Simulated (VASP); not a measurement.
# In (P6/mmm) in VASP: a series of runs

The runs below take In through relaxation of cell and atoms, with PBEsol.

All numbers are computed with VASP 6.6.1; they aren't measurements. Logs are shortened: lines on timing, memory, paths and dates and some standing lists are left out, and cuts for length are marked.

### Step 1. The cell of the first run

It takes space group P6/mmm (No. 191, hexagonal). Conventional cell: a = 2.392 Å, b = 2.392 Å, c = 2.248 Å, α = 90.00°, β = 90.00°, γ = 120.00°. Within 3.0 Å of In (site symmetry 6/mmm) lie 8 In at 2.25 to 2.39 Å.

This isn't the form of In at room conditions, which is tetragonal.

### Step 2. Relaxation of cell and atoms, PBEsol, target pressure 320 GPa, at which the enthalpy is minimised

The input, INCAR:

```
  PREC = Accurate
  ENCUT = 600
  EDIFF = 1E-7
  ISMEAR = -1
  SIGMA = 0.05
  LREAL = F
  LASPH = T
  NELM = 80
  ALGO = Normal
  ISIF = 3
  LWAVE = F
  LCHARG = F
  GGA = PS
  IBRION = 2
  NSW = 60
  EDIFFG = -0.005
  PSTRESS = 3200.0
```

The input, KPOINTS:

```
regular mesh
0
Gamma
  18 18 17
```

The input, POSCAR:

```
In
1.0
    2.3919632474      0.0000000000      0.0000000000
   -1.1959816237      2.0715009372      0.0000000000
    0.0000000000      0.0000000000      2.2484454526
In
1
Direct
    0.0000000000      0.0000000000      0.0000000000
```

Potentials or basis: VASP PAW PBE potentials, release 64 (In_d).

Launch:

```
> cat potpaw_PBE.64/In_d/POTCAR > POTCAR
> mpirun -np 1 vasp_std > vasp.out
```

OUTCAR:

```text
PREC = Accurate
   ENCUT = 600
   EDIFF = 1E-7
   ISMEAR = -1
   LREAL = F
   LASPH = T
   NELM = 80
   ISIF = 3
   GGA = PS
   IBRION = 2
   NSW = 60
   EDIFFG = -0.005
   PSTRESS = 3200.0

 ion  position               nearest neighbor table
   1  0.000  0.000  0.000-

  LATTYP: Found a hexagonal cell.
 ALAT       =     2.3919632474
 C/A-ratio  =     0.9400000000

  Lattice vectors:

 A1 = (   2.3919632474,   0.0000000000,   0.0000000000)
 A2 = (  -1.1959816237,   2.0715009372,   0.0000000000)
 A3 = (   0.0000000000,   0.0000000000,   2.2484454526)

Analysis of symmetry for initial positions (statically):
=====================================================================
 Subroutine PRICEL returns:
 Original cell was already a primitive cell.

 Routine SETGRP: Setting up the symmetry group for a
 hexagonal supercell.

 Subroutine GETGRP returns: Found 24 space group operations
 (whereof 24 operations were pure point group operations)
 out of a pool of 24 trial point group operations.

The static configuration has the point symmetry D_6h.

Analysis of symmetry for dynamics (positions and initial velocities):
=====================================================================
 Subroutine PRICEL returns:
 Original cell was already a primitive cell.

 Routine SETGRP: Setting up the symmetry group for a
 hexagonal supercell.

 Subroutine GETGRP returns: Found 24 space group operations
 (whereof 24 operations were pure point group operations)
 out of a pool of 24 trial point group operations.

The dynamic configuration has the point symmetry D_6h.

 Subroutine INISYM returns: Found 24 space group operations
 (whereof 24 operations are pure point group operations),
 and found     1 'primitive' translations

----------------------------------------------------------------------------------------

                                     Primitive cell

  volume of cell :      11.1409

  direct lattice vectors                    reciprocal lattice vectors
     2.391963247  0.000000000  0.000000000     0.418066624  0.241370878  0.000000000
    -1.195981624  2.071500937  0.000000000     0.000000000  0.482741756  0.000000000
     0.000000000  0.000000000  2.248445453     0.000000000  0.000000000  0.444751728

  length of vectors
     2.391963247  2.391963247  2.248445453     0.482741756  0.482741756  0.444751728

  position of ions in fractional coordinates (direct lattice)
     0.000000000  0.000000000  0.000000000

  ion indices of the primitive-cell ions
   primitive index   ion index
                 1           1

----------------------------------------------------------------------------------------

 KPOINTS: regular mesh

Automatic generation of k-mesh.
 Grid dimensions read from file:
 generate k-points for:   18   18   17

 Generating k-lattice:

  Cartesian coordinates                     Fractional coordinates (reciprocal lattice)
     0.023225924  0.013409493  0.000000000     0.055555556  0.000000000  0.000000000
     0.000000000  0.026818986  0.000000000     0.000000000  0.055555556  0.000000000
     0.000000000  0.000000000  0.026161866     0.000000000  0.000000000  0.058823529

  Length of vectors
     0.026818986  0.026818986  0.026161866

  Shift w.r.t. Gamma in fractional coordinates (k-lattice)
     0.000000000  0.000000000  0.000000000

 Subroutine IBZKPT returns following result:
 ===========================================

 Found    333 irreducible k-points:

 Following reciprocal coordinates:
            Coordinates               Weight
  0.000000  0.000000  0.000000      1.000000
  0.055556 -0.000000  0.000000      6.000000
  0.111111 -0.000000  0.000000      6.000000
  0.166667 -0.000000  0.000000      6.000000
  0.222222 -0.000000  0.000000      6.000000
  0.277778  0.000000  0.000000      6.000000
[... 16 lines left out ...]
  0.333333  0.111111  0.000000     12.000000
  0.388889  0.111111  0.000000     12.000000
 [... further k-points ...]
   k-points           NKPTS =    333   k-points in BZ     NKDIM =    333   number of bands    NBANDS=     10
   number of dos      NEDOS =    301   number of ions     NIONS =      1
   total plane-waves  NPLWV =   7200
   dimension x,y,z NGX =    20 NGY =   20 NGZ =   18
   dimension x,y,z NGXF=    40 NGYF=   40 NGZF=   36
   ions per type =               1
   NGX,Y,Z   is equivalent  to a cutoff of  13.90, 13.90, 13.31 a.u.
   NGXF,Y,Z  is equivalent  to a cutoff of  27.80, 27.80, 26.62 a.u.
 SYSTEM =  unknown system
   PREC   = accura    normal or accurate (medium, high low for compatibility)
   ISTART =      0    job   : 0-new  1-cont  2-samecut
   ICHARG =      2    charge: 1-file 2-atom 10-const
   ISPIN  =      1    spin polarized calculation?
   LNONCOLLINEAR =      F non collinear calculations
   LSORBIT =      F    spin-orbit coupling
   LASPH  =      T    aspherical Exc in radial PAW
   ENCUT  =  600.0 eV  44.10 Ry    6.64 a.u.   4.78  4.78  4.49*2*pi/ulx,y,z
   NELM   =     80;   NELMIN=  2; NELMDL= -5     # of ELM steps
   EDIFF  = 0.1E-06   stopping-criterion for ELM
   LREAL  =      F    real-space projection
   EDIFFG = -.5E-02   stopping-criterion for IOM
   NSW    =     60    number of steps for IOM
   IBRION =      2    ionic relax: 0-MD 1-quasi-New 2-CG
   NFREE  =      1    steps in history (QN), initial steepest desc. (CG)
   ISIF   =      3    stress and relaxation
   ISYM   =      2    0-nonsym 1-usesym 2-fastsym
   POTIM  = 0.5000    time-step for ionic-motion
   TEBEG  =    0.0;   TEEND  =   0.0 temperature during run
   PSTRESS= 3200.0 pullay stress
   NELECT =      13.0000    total number of electrons
   NUPDOWN=      -1.0000    fix difference up-down
   EMIN   =  10.00;   EMAX   =-10.00  energy-range for DOS
   EFERMI =   0.00;   METHOD = LEGACY
   ISMEAR =    -1;   SIGMA  =   0.05  broadening in eV -4-tet -1-fermi 0-gaus
   EFERMI_NEDOS =   21; number of points for ismear=-14 and -15
   IALGO  =     38    algorithm
   IMIX   =      4    mixing-type and parameters
     AMIX     =   0.40;   BMIX     =  1.00
     AMIX_MAG =   1.60;   BMIX_MAG =  1.00
  volume/ion in A,a.u.               =      11.14        75.18
  Fermi-wavevector in a.u.,A,eV,Ry     =   1.723516  3.256973 40.416200  2.970507
  Thomas-Fermi vector in A             =   2.799378
   LORBIT       =      0    0 simple, 1 ext, 2 COOP (PROOUT), +10 PAW based schemes
   GGA     = PS    functional components
   LHFCALC =     F    Hartree Fock is set to
   AEXX    =    0.0000 exact exchange contribution
   IVDW    =     0    specifies the selected vdW correction
   LEPSILON=     F    determine dielectric tensor
   LRPA    =     F    only Hartree local field effects (RPA)
 conjugate gradient relaxation of ions
 non-spin polarized calculation
  energy-cutoff  :      600.00
  volume of cell :       11.14
 maximum number of plane-waves:       393
 NGX is ok and might be reduce to    20
   NGX =  9   NGY =  9   NGZ =  9

--------------------------------------- Ionic step        1  -------------------------------------------

 number of electron      13.0000000 magnetization

 Free energy of the ion-electron system (eV)
  ---------------------------------------------------
  ext. energy  EPLUGINS =         0.00000000
  ---------------------------------------------------
  free energy    TOTEN  =         3.86276295 eV

  energy without entropy =        3.86498276  energy(sigma->0) =        3.86387286

------------------------ aborting loop because EDIFF is reached ----------------------------------------

  FORCE on cell =-STRESS in cart. coord.  units (eV):
  Direction    XX          YY          ZZ          XY          YZ          ZX
  --------------------------------------------------------------------------------------
  -------------------------------------------------------------------------------------
  Total       22.6736782     22.6736782     25.0901784      0.0000000      0.0000000      0.0000000
  in kB     3260.6979369   3260.6979370   3608.2144275      0.0000000      0.0000000      0.0000000
  external PRESSURE =     176.5367672 kB  Pullay stress =    3200.0000000 kB
[... 90 lines left out ...]
  FREE ENERGIE OF THE ION-ELECTRON SYSTEM (eV)
  ---------------------------------------------------
  free  energy   TOTEN  =         3.3403545030 eV

  energy  without entropy=        3.3420113148  energy(sigma->0) =        3.34118291

  enthalpy is  TOTEN    =        26.0934982391 eV   P V=       22.7531437361

[... ionic steps 4 to 10 ...]

--------------------------------------- Ionic step       11  -------------------------------------------

 number of electron      12.9999993 magnetization

------------------------ aborting loop because EDIFF is reached ----------------------------------------

  FORCE on cell =-STRESS in cart. coord.  units (eV):
  Direction    XX          YY          ZZ          XY          YZ          ZX
  --------------------------------------------------------------------------------------
  -------------------------------------------------------------------------------------
  Total       22.5630172     22.5630172     22.5788307      0.0000000      0.0000000      0.0000000
  in kB     3198.3701235   3198.3701237   3200.6117336      0.0000000      0.0000000      0.0000000
  external PRESSURE =      -0.8826731 kB  Pullay stress =    3200.0000000 kB
[... 59 lines left out ...]
  enthalpy is  TOTEN    =        26.0899071312 eV   P V=       22.5658644876

--------------------------------------- Ionic step       13  -------------------------------------------

 number of electron      12.9999993 magnetization

 Free energy of the ion-electron system (eV)
  ---------------------------------------------------
  ext. energy  EPLUGINS =         0.00000000
  ---------------------------------------------------
  free energy    TOTEN  =         3.51747671 eV

  energy without entropy =        3.51910781  energy(sigma->0) =        3.51829226

 E-fermi :  22.7131     XC(G=0): -15.0893

 val. band max:       22.6954742897   @ k =   0.0556  -0.0000   0.2941
 cond. band min:      22.7292296794   @ k =   0.2222   0.2222   0.4118
 fundamental gap:      0.0337553897
 Fermi energy:        22.7131456376

 k-point     1 :       0.0000    0.0000    0.0000
  band No.  band energies     occupation
      1       2.0689      2.00000
      2       4.2218      2.00000
      3       4.3388      2.00000
      4       4.3388      2.00000
      5       7.0201      2.00000
      6       7.0201      2.00000
      7      32.8280      0.00000
      8      33.8567      0.00000
      9      40.2034      0.00000
     10      41.0143      0.00000
[... 287 lines left out ...]
 k-point    24 :       0.3889    0.1111    0.0000
  band No.  band energies     occupation
      1       2.5861      2.00000
      2       3.5199      2.00000
      3       5.5557      2.00000
      4       6.5701      2.00000
      5       6.6151      2.00000
      6      13.6511      2.00000
      7      19.9345      2.00000
      8      28.3869      0.00000
      9      37.4819      0.00000
     10      41.9271      0.00000

 [... further k-points ...]

------------------------ aborting loop because EDIFF is reached ----------------------------------------

  FORCE on cell =-STRESS in cart. coord.  units (eV):
  Direction    XX          YY          ZZ          XY          YZ          ZX
  --------------------------------------------------------------------------------------
  -------------------------------------------------------------------------------------
  Total       22.5738721     22.5738721     22.5732000      0.0000000      0.0000000      0.0000000
  in kB     3200.2057721   3200.2057723   3200.1104915      0.0000000      0.0000000      0.0000000
  external PRESSURE =       0.1740120 kB  Pullay stress =    3200.0000000 kB
[... 16 lines left out ...]
  FREE ENERGIE OF THE ION-ELECTRON SYSTEM (eV)
  ---------------------------------------------------
  free  energy   TOTEN  =         3.5174767144 eV

  energy  without entropy=        3.5191078128  energy(sigma->0) =        3.51829226

  enthalpy is  TOTEN    =        26.0898972763 eV   P V=       22.5724205620

 reached required accuracy - stopping structural energy minimisation
```

It took 6.7 min on 1 thread of Intel Xeon 8259CL, shared host; peak memory 0.18 GiB.

Results:

* Free energy: 3.5175 eV
* Relaxed volume: 11.30 Å³/atom
* Relaxed cell: a = 2.388 Å, b = 2.388 Å, c = 2.288 Å, α = 90.00°, β = 90.00°, γ = 120.00°
* Space group after relaxing (to 0.1 Å): P6/mmm (No. 191)
* Energy change on relaxing (the run minimises the enthalpy): -345.3 meV/atom
* Ionic steps: 13
* Pressure after relaxing: 320.0 GPa
* Band gap on the k mesh: zero (an odd number of electrons rules out a gap without spin polarisation)

The path:
| step | energy change (eV) | largest force (eV/Å) | pressure (GPa) | volume (Å³) |
| --- | --- | --- | --- | --- |
| 1 | 0.0000 | 0.0000 | 337.65 | 11.14 |
| 2 | -2.9563 | 0.0000 | 182.56 | 13.19 |
| 3 | -0.5224 | 0.0000 | 310.69 | 11.39 |
| 4 | -0.4484 | 0.0000 | 314.52 | 11.35 |
| 5 | 0.3116 | 0.0000 | 353.14 | 11.02 |
| 6 | -0.3571 | 0.0000 | 319.39 | 11.31 |
| 7 | -0.3503 | 0.0000 | 319.75 | 11.30 |
| 8 | -0.3523 | 0.0000 | 319.66 | 11.31 |
| 9 | -0.3125 | 0.0000 | 321.72 | 11.29 |
| 10 | -0.3472 | 0.0000 | 319.93 | 11.30 |
| 11 | -0.3474 | 0.0000 | 319.91 | 11.30 |
| 12 | -0.3387 | 0.0000 | 320.36 | 11.30 |
| 13 | -0.3453 | 0.0000 | 320.02 | 11.30 |

Final structure:
```
In
1.0
     2.38799    0.00000    0.00000
    -1.19399    2.06806    0.00000
     0.00000    0.00000    2.28846
In
1
Cartesian
  0.0000 0.0000 2.2885
```

Caveat: the cell is relaxed towards a set pressure, so the run minimises the enthalpy, not the energy; the PAW data sets were made with another functional, which shifts forces and pressure a little; spin-orbit coupling is left out, which moves the levels of the heavy elements.

(Part 1 of 2 ends here.)
